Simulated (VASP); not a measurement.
# Zr2B3 (P6/mmm) in VASP: notebook

Runs on Zr2B3. Level: PBE. Tasks: single point.

Program: VASP 6.6.1. These are calculated values, not measurements. Logs are shortened: lines on timing, memory, paths and dates and some standing lists are left out, and cuts for length are marked.

### 1 The cell of the first run

It takes space group P6/mmm (No. 191, hexagonal). Conventional cell: a = 3.696 Å, b = 3.696 Å, c = 5.111 Å, α = 90.00°, β = 90.00°, γ = 120.00°. Within 2.8 Å of Zr (site symmetry -6m2) lie 3 Zr at 2.13 Å and 6 B at 2.46 Å. B (site symmetry 6mm) has 1 B at 1.33 Å within 1.8 Å. B (site symmetry 6/mmm) has 2 B at 1.33 Å within 1.8 Å.

The cell was built from a structure type or drawn by symmetry, and may not be a known phase.

### 2 Single point, PBE

The input, INCAR:

```
SYSTEM = Zr2B3
  PREC = Accurate
  ENCUT = 520
  EDIFF = 1E-6
  ISMEAR = 0
  SIGMA = 0.1
  LREAL = .False.
  LASPH = .True.
  NELM = 60
  ALGO = Normal
  ISIF = 2
  LWAVE = .False.
  LCHARG = .False.
  GGA = PE
  NBANDS = 24
```

The input, KPOINTS:

```
Automatic mesh
0
Gamma
  6 6 4
  0 0 0
```

The input, POSCAR:

```
Zr2B3
1.0
    3.6964238100      0.0000000000      0.0000000000
   -1.8482119100      3.2011969200      0.0000000000
    0.0000000000      0.0000000000      5.1107686900
Zr B
2 3
Direct
    0.3333333300      0.6666666700      0.5000000000
    0.6666666700      0.3333333300      0.5000000000
    0.0000000000      0.0000000000      0.7404500100
    0.0000000000      0.0000000000      0.2595499900
    0.0000000000      0.0000000000      0.0000000000
```

Potentials or basis: VASP PAW PBE potentials, release 64 (Zr_sv, B).

On the command line:

```sh
$ cat potpaw_PBE.64/Zr_sv/POTCAR potpaw_PBE.64/B/POTCAR > POTCAR
$ mpirun -np 1 vasp_std > vasp.out
```

OUTCAR:

```text
SYSTEM = Zr2B3
   PREC = Accurate
   ENCUT = 520
   EDIFF = 1E-6
   ISMEAR = 0
   LREAL = .False.
   LASPH = .True.
   NELM = 60
   ISIF = 2
   GGA = PE

 ion  position               nearest neighbor table
   1  0.333  0.667  0.500-   2 2.13   2 2.13   2 2.13   4 2.46   3 2.46   4 2.46   3 2.46   4 2.46
                             3 2.46
   2  0.667  0.333  0.500-   1 2.13   1 2.13   1 2.13   4 2.46   3 2.46   3 2.46   4 2.46   3 2.46
                             4 2.46
   3  0.000  0.000  0.740-   5 1.33   2 2.46   1 2.46   2 2.46   1 2.46   2 2.46   1 2.46
   4  0.000  0.000  0.260-   5 1.33   2 2.46   1 2.46   2 2.46   1 2.46   2 2.46   1 2.46
   5  0.000  0.000  0.000-   3 1.33   4 1.33

  LATTYP: Found a hexagonal cell.
 ALAT       =     3.6964238100
 C/A-ratio  =     1.3826251947

  Lattice vectors:

 A1 = (   3.6964238100,   0.0000000000,   0.0000000000)
 A2 = (  -1.8482119100,   3.2011969200,   0.0000000000)
 A3 = (   0.0000000000,   0.0000000000,   5.1107686900)

Analysis of symmetry for initial positions (statically):
=====================================================================
 Subroutine PRICEL returns:
 Original cell was already a primitive cell.

 Routine SETGRP: Setting up the symmetry group for a
 hexagonal supercell.

 Subroutine GETGRP returns: Found 24 space group operations
 (whereof 24 operations were pure point group operations)
 out of a pool of 24 trial point group operations.

The static configuration has the point symmetry D_6h.

Analysis of symmetry for dynamics (positions and initial velocities):
=====================================================================
 Subroutine PRICEL returns:
 Original cell was already a primitive cell.

 Routine SETGRP: Setting up the symmetry group for a
 hexagonal supercell.

 Subroutine GETGRP returns: Found 24 space group operations
 (whereof 24 operations were pure point group operations)
 out of a pool of 24 trial point group operations.

The dynamic configuration has the point symmetry D_6h.

 Subroutine INISYM returns: Found 24 space group operations
 (whereof 24 operations are pure point group operations),
 and found     1 'primitive' translations

----------------------------------------------------------------------------------------

                                     Primitive cell

  volume of cell :      60.4756

  direct lattice vectors                    reciprocal lattice vectors
     3.696423810  0.000000000  0.000000000     0.270531749  0.156191579  0.000000000
    -1.848211910  3.201196920  0.000000000     0.000000000  0.312383157  0.000000000
     0.000000000  0.000000000  5.110768690     0.000000000  0.000000000  0.195665283

  length of vectors
     3.696423810  3.696423810  5.110768690     0.312383157  0.312383157  0.195665283

  position of ions in fractional coordinates (direct lattice)
     0.333333330  0.666666670  0.500000000
     0.666666670  0.333333330  0.500000000
     0.000000000  0.000000000  0.740450010
     0.000000000  0.000000000  0.259549990
     0.000000000  0.000000000  0.000000000

  ion indices of the primitive-cell ions
   primitive index   ion index
                 1           1
                 2           2
                 3           3
                 4           4
                 5           5

----------------------------------------------------------------------------------------

 KPOINTS: Automatic mesh

Automatic generation of k-mesh.
 Grid dimensions read from file:
 generate k-points for:    6    6    4

 Generating k-lattice:

  Cartesian coordinates                     Fractional coordinates (reciprocal lattice)
     0.045088625  0.026031930  0.000000000     0.166666667  0.000000000  0.000000000
     0.000000000  0.052063859  0.000000000     0.000000000  0.166666667  0.000000000
     0.000000000  0.000000000  0.048916321     0.000000000  0.000000000  0.250000000

  Length of vectors
     0.052063860  0.052063859  0.048916321

  Shift w.r.t. Gamma in fractional coordinates (k-lattice)
     0.000000000  0.000000000  0.000000000

 Subroutine IBZKPT returns following result:
 ===========================================

 Found     21 irreducible k-points:

 Following reciprocal coordinates:
            Coordinates               Weight
  0.000000  0.000000  0.000000      1.000000
  0.166667  0.000000  0.000000      6.000000
  0.333333 -0.000000  0.000000      6.000000
  0.500000  0.000000  0.000000      3.000000
  0.166667  0.166667  0.000000      6.000000
  0.333333  0.166667  0.000000     12.000000
[... 13 lines left out ...]
  0.333333  0.166667  0.500000     12.000000
  0.333333  0.333333  0.500000      2.000000
   k-points           NKPTS =     21   k-points in BZ     NKDIM =     21   number of bands    NBANDS=     24
   number of dos      NEDOS =    301   number of ions     NIONS =      5
   total plane-waves  NPLWV =  31360
   dimension x,y,z NGX =    28 NGY =   28 NGZ =   40
   dimension x,y,z NGXF=    56 NGYF=   56 NGZF=   80
   ions per type =               2   3
   NGX,Y,Z   is equivalent  to a cutoff of  12.59, 12.59, 13.01 a.u.
   NGXF,Y,Z  is equivalent  to a cutoff of  25.19, 25.19, 26.02 a.u.
 SYSTEM =  Zr2B3
   PREC   = accura    normal or accurate (medium, high low for compatibility)
   ISTART =      0    job   : 0-new  1-cont  2-samecut
   ICHARG =      2    charge: 1-file 2-atom 10-const
   ISPIN  =      1    spin polarized calculation?
   LNONCOLLINEAR =      F non collinear calculations
   LSORBIT =      F    spin-orbit coupling
   LASPH  =      T    aspherical Exc in radial PAW
   ENCUT  =  520.0 eV  38.22 Ry    6.18 a.u.   6.87  6.87  9.50*2*pi/ulx,y,z
   NELM   =     60;   NELMIN=  2; NELMDL= -5     # of ELM steps
   EDIFF  = 0.1E-05   stopping-criterion for ELM
   LREAL  =      F    real-space projection
   EDIFFG = 0.1E-04   stopping-criterion for IOM
   NSW    =      0    number of steps for IOM
   IBRION =     -1    ionic relax: 0-MD 1-quasi-New 2-CG
   NFREE  =      0    steps in history (QN), initial steepest desc. (CG)
   ISIF   =      2    stress and relaxation
   ISYM   =      2    0-nonsym 1-usesym 2-fastsym
   POTIM  = 0.5000    time-step for ionic-motion
   TEBEG  =    0.0;   TEEND  =   0.0 temperature during run
   PSTRESS=    0.0 pullay stress
   NELECT =      33.0000    total number of electrons
   NUPDOWN=      -1.0000    fix difference up-down
   EMIN   =  10.00;   EMAX   =-10.00  energy-range for DOS
   EFERMI =   0.00;   METHOD = LEGACY
   ISMEAR =     0;   SIGMA  =   0.10  broadening in eV -4-tet -1-fermi 0-gaus
   EFERMI_NEDOS =   21; number of points for ismear=-14 and -15
   IALGO  =     38    algorithm
   IMIX   =      4    mixing-type and parameters
     AMIX     =   0.40;   BMIX     =  1.00
     AMIX_MAG =   1.60;   BMIX_MAG =  1.00
  volume/ion in A,a.u.               =      12.10        81.62
  Fermi-wavevector in a.u.,A,eV,Ry     =   1.337784  2.528045 24.349887  1.789666
  Thomas-Fermi vector in A             =   2.466306
   LORBIT       =      0    0 simple, 1 ext, 2 COOP (PROOUT), +10 PAW based schemes
   GGA     = PE    functional components
   LHFCALC =     F    Hartree Fock is set to
   AEXX    =    0.0000 exact exchange contribution
   IVDW    =     0    specifies the selected vdW correction
   LEPSILON=     F    determine dielectric tensor
   LRPA    =     F    only Hartree local field effects (RPA)
 non-spin polarized calculation
 Gauss-broadening in eV      SIGMA  =   0.10
  energy-cutoff  :      520.00
  volume of cell :       60.48
 maximum number of plane-waves:      1644
 NGX is ok and might be reduce to    28
   NGX = 13   NGY = 13   NGZ = 19

 number of electron      32.9999999 magnetization

 Free energy of the ion-electron system (eV)
  ---------------------------------------------------
  ext. energy  EPLUGINS =         0.00000000
  ---------------------------------------------------
  free energy    TOTEN  =       -24.01074822 eV

  energy without entropy =      -23.98877828  energy(sigma->0) =      -23.99976325

 E-fermi :   8.5006     XC(G=0): -11.3236

 val. band max:        8.4787007322   @ k =   0.1667   0.0000   0.5000
 cond. band min:       8.5166116227   @ k =   0.0000   0.0000   0.2500
 fundamental gap:      0.0379108905
 Fermi energy:         8.5005798089

 k-point     1 :       0.0000    0.0000    0.0000
  band No.  band energies     occupation
      1     -41.9171      2.00000
      2     -38.3411      2.00000
      3     -21.8006      2.00000
      4     -21.8006      2.00000
      5     -19.2154      2.00000
      6     -16.6325      2.00000
[... 16 lines left out ...]
     23      12.8792      0.00000
     24      14.3167      0.00000

 k-point     2 :       0.1667    0.0000    0.0000
  band No.  band energies     occupation
      1     -41.7490      2.00000
      2     -38.6170      2.00000
      3     -21.9582      2.00000
      4     -21.4718      2.00000
      5     -19.0789      2.00000
      6     -16.8055      2.00000
[... 16 lines left out ...]
     23      13.7800      0.00000
     24      14.0720      0.00000

 k-point     3 :       0.3333   -0.0000    0.0000
  band No.  band energies     occupation
      1     -41.2973      2.00000
      2     -39.2754      2.00000
      3     -22.2374      2.00000
      4     -20.7861      2.00000
      5     -18.7184      2.00000
      6     -17.2380      2.00000
[... 16 lines left out ...]
     23      14.1015      0.00000
     24      14.9392      0.00000
[... 433 lines left out ...]
 k-point    20 :       0.3333    0.1667    0.5000
  band No.  band energies     occupation
      1     -40.9149      2.00000
      2     -39.7563      2.00000
      3     -22.5374      2.00000
      4     -19.9718      2.00000
      5     -18.4253      2.00000
      6     -17.5724      2.00000
[... 16 lines left out ...]
     23      13.3958      0.00000
     24      14.8660      0.00000

 k-point    21 :       0.3333    0.3333    0.5000
  band No.  band energies     occupation
      1     -40.3596      2.00000
      2     -40.3596      2.00000
      3     -22.7341      2.00000
      4     -18.6167      2.00000
      5     -18.6167      2.00000
      6     -18.0072      2.00000
[... 16 lines left out ...]
     23      11.8698      0.00000
     24      13.5055      0.00000

------------------------ aborting loop because EDIFF is reached ----------------------------------------

  FORCE on cell =-STRESS in cart. coord.  units (eV):
  Direction    XX          YY          ZZ          XY          YZ          ZX
  --------------------------------------------------------------------------------------
  -------------------------------------------------------------------------------------
  Total       33.9894838     33.9894838     30.6051428     -0.0000001      0.0000000      0.0000000
  in kB      900.4814621    900.4814606    810.8203075     -0.0000014      0.0000000      0.0000000
  external PRESSURE =     870.5944101 kB  Pullay stress =       0.0000000 kB

 VOLUME and BASIS-vectors are now :
 -----------------------------------------------------------------------------
  energy-cutoff  :      520.00
  volume of cell :       60.48
      direct lattice vectors                 reciprocal lattice vectors
     3.696423810  0.000000000  0.000000000     0.270531749  0.156191579  0.000000000
    -1.848211910  3.201196920  0.000000000     0.000000000  0.312383157  0.000000000
     0.000000000  0.000000000  5.110768690     0.000000000  0.000000000  0.195665283

 POSITION                                       TOTAL-FORCE (eV/Angst)
 -----------------------------------------------------------------------------------
     -0.00000      2.13413      2.55538        -0.000000      0.000000      0.000000
      1.84821      1.06707      2.55538         0.000000      0.000000     -0.000000
      0.00000      0.00000      3.78427         0.000000     -0.000000    -11.342357
      0.00000      0.00000      1.32650         0.000000     -0.000000     11.342357
      0.00000      0.00000      0.00000         0.000000     -0.000000      0.000000
 -----------------------------------------------------------------------------------
    total drift:                                0.000000      0.000000      0.000000

  FREE ENERGIE OF THE ION-ELECTRON SYSTEM (eV)
  ---------------------------------------------------
  free  energy   TOTEN  =       -24.0107482152 eV

  energy  without entropy=      -23.9887782760  energy(sigma->0) =      -23.99976325
```

It took 64 s on 1 thread of Intel Xeon 8259CL, shared host; peak memory 0.18 GiB.

Results:

```yaml
Free_energy: -24.0107 eV
Pressure: 87.1 GPa
Largest_force: 11.342 eV/Å
Band_gap_on_the_k_mesh: zero (an odd number of electrons rules out a gap without spin polarisation)
```

Forces on the atoms (eV/Å):
```
Zr    0.000   0.000   0.000
Zr    0.000   0.000   0.000
B     0.000   0.000 -11.342
B     0.000   0.000  11.342
B     0.000   0.000   0.000
```

Stress tensor (GPa, compression positive):
```
90.05  0.00  0.00
 0.00 90.05  0.00
 0.00  0.00 81.08
```

Levels at points of the mesh, in eV from the Fermi level:
```
           k point  band 13  band 14  band 15  band 16  band 17  band 18  band 19  band 20
(0.00, 0.00, 0.00)    -2.43    -1.57    -1.57    -0.25    -0.25    -0.16     1.53     2.52
(0.50, 0.00, 0.00)    -4.05    -3.92    -1.54    -0.64    -0.33     0.84     1.07     2.23
(0.00, 0.00, 0.50)    -2.04    -1.65    -1.65    -1.42    -1.42     0.29     0.81     4.39
(0.50, 0.00, 0.50)    -3.72    -3.55    -2.67    -2.25     0.93     1.17     1.51     2.99
```

Caveat: the cell stands under pressure; forces of over 1 eV/Å act on the atoms, so gaps and moduli don't describe the material at rest.

### 3 Single point, PBE

This run uses another cell than the first one, of 16.53 Å³/atom.

The input, INCAR:

```
PREC = Accurate ; ENCUT = 520
EDIFF = 1E-6 ; ISMEAR = 0
SIGMA = 0.1 ; LREAL = F
LASPH = T ; NELM = 100
ALGO = Normal ; ISIF = 2
LWAVE = F ; LCHARG = F
GGA = PE ; NBANDS = 24
```

The input, KPOINTS:

```
Automatic mesh
0
Gamma
  6 6 4
```

The input, POSCAR:

```
Zr2B3
1.0
    4.5023111763      0.0000000035      0.0000000000
   -2.2511555912      3.8991158526      0.0000000000
    0.0000000000      0.0000000000      4.7080093125
Zr B
2 3
Direct
    0.3333333333      0.6666666667      0.5000000000
    0.6666666667      0.3333333333      0.5000000000
    0.0000000000      0.0000000000      0.6678723527
    0.0000000000      0.0000000000      0.3321276473
    0.0000000000      0.0000000000      0.0000000000
```

Potentials or basis: VASP PAW PBE potentials, release 64 (Zr_sv, B).

On the command line:

```sh
$ cat potpaw_PBE.64/Zr_sv/POTCAR potpaw_PBE.64/B/POTCAR > POTCAR
$ mpirun -np 1 vasp_std > vasp.out
```

Wall time 69 s (1 thread of Intel Xeon 8259CL, shared host); peak memory 0.22 GiB.

It converged, with:

- Free energy: -33.7403 eV
- Pressure: 0.2 GPa
- Largest force: 0.004 eV/Å
- Band gap on the k mesh: zero (an odd number of electrons rules out a gap without spin polarisation)

Forces in eV/Å, atoms in the order of the input:
```
Zr   0.000  0.000  0.000
Zr   0.000  0.000  0.000
B    0.000  0.000  0.004
B    0.000  0.000 -0.004
B    0.000  0.000  0.000
```

Stress tensor (GPa, compression positive):
```
 0.31  0.00  0.00
 0.00  0.31  0.00
 0.00  0.00 -0.02
```

Levels at points of the mesh, in eV from the Fermi level:
| k point | band 12 | band 13 | band 14 | band 15 | band 16 | band 17 | band 18 | band 19 | band 20 | band 21 |
| --- | --- | --- | --- | --- | --- | --- | --- | --- | --- | --- |
| (0.00, 0.00, 0.00) | -4.04 | -4.04 | -0.29 | -0.29 | -0.16 | 0.98 | 0.98 | 1.40 | 1.40 | 1.75 |
| (0.50, 0.00, 0.00) | -4.76 | -3.76 | -1.66 | -1.12 | -0.82 | -0.08 | 0.42 | 0.76 | 1.06 | 3.51 |
| (0.00, 0.00, 0.50) | -3.45 | -3.45 | -1.39 | -1.39 | -0.64 | -0.64 | 1.12 | 1.47 | 1.47 | 2.39 |
| (0.50, 0.00, 0.50) | -3.71 | -3.15 | -2.92 | -2.69 | -1.04 | 0.14 | 1.18 | 1.31 | 2.09 | 2.75 |
